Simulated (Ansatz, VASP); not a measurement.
Two plane-wave programs on InP

File INCAR:

```
SYSTEM = InP
PREC     = Accurate       ! precision mode
ENCUT    = 520            ! plane-wave cutoff, eV
EDIFF    = 1E-6           ! SCF threshold, eV
ISMEAR   = 0              ! smearing method
SIGMA    = 0.15           ! smearing width, eV
LREAL    = .FALSE.        ! projectors in reciprocal space
LASPH    = .TRUE.         ! aspherical terms in the spheres
NELM     = 60             ! most SCF steps
ALGO     = Normal         ! electronic algorithm
ISIF     = 2              ! what is computed and relaxed
LWAVE    = .FALSE.        ! write WAVECAR
LCHARG   = .FALSE.        ! write CHGCAR
GGA      = PE             ! functional
NBANDS   = 16             ! bands
```

File KPOINTS:

```
regular mesh
0
G
  14 14 14
  0 0 0
```

The input POSCAR:

```
InP
1.0
    0.0000000000      2.7701982124      2.7701982124
    2.6408299559      0.0000000000      2.7701982124
    2.6408299559      2.7701982124      0.0000000000
In P
1 1
Direct
   -0.0205473392      0.0205473392      0.0205473392
    0.5761678349      0.4238321651      0.4238321651
```

Input for Ansatz:

```yaml
crystal:
  lattice:
    - [0.0, 2.7701982124, 2.7701982124]
    - [2.6408299559, 0.0, 2.7701982124]
    - [2.6408299559, 2.7701982124, 0.0]
  atoms:
    - { symbol: In, position: [-0.0205473392, 0.0205473392, 0.0205473392] }
    - { symbol: P, position: [0.5761678349, 0.4238321651, 0.4238321651] }
basis:
  ecutwfc: 420
kpoints:
  mp_grid: { grid: [14, 14, 14] }
hamiltonian:
  xc: pbe
  pseudopotentials: { kind: paw, azcp: { folder: soft_1 } }
scf:
  occupations: { method: gaussian, width: 0.15 }
output:
  forces: true
  stress: true
  eigenvalues: true
```

Change from the starting cell: mode 4 frozen in at -0.422 Å, normal strain along x -0.0467.

Alike in both runs: task single point; functional PBE; k mesh 14 × 14 × 14; occupations gaussian, width 0.15 eV; no spin polarisation.

```csv
,VASP,Ansatz
version,VASP 6.6.1,Ansatz 0.2.0
potentials or method,"VASP PAW PBE potentials, release 64 (In_d, P), cutoff 520 eV","scalar-relativistic, plane waves, PAW"
valence electrons in the cell,18,18
```

Ansatz gave:

| Item | Value |
| --- | --- |
| gap on the k mesh at the Fermi level (eV) | none |
| pressure (GPa) | 18.9 |
| traceless stress, the component that is largest in VASP (GPa) | 38.82 |
| rms of the force components (eV/Å) | 3.684 |

Q: Estimate VASP's values.

A: gap on the k mesh at the Fermi level (eV): none; pressure (GPa): 18.6; traceless stress, the component that is largest in VASP (GPa): 38.13; rms of the force components (eV/Å): 3.614.

Atom by atom the forces differ by 0.070 eV/Å (rms over components). A gap of «none» marks a metal or a gap that the smearing closes.
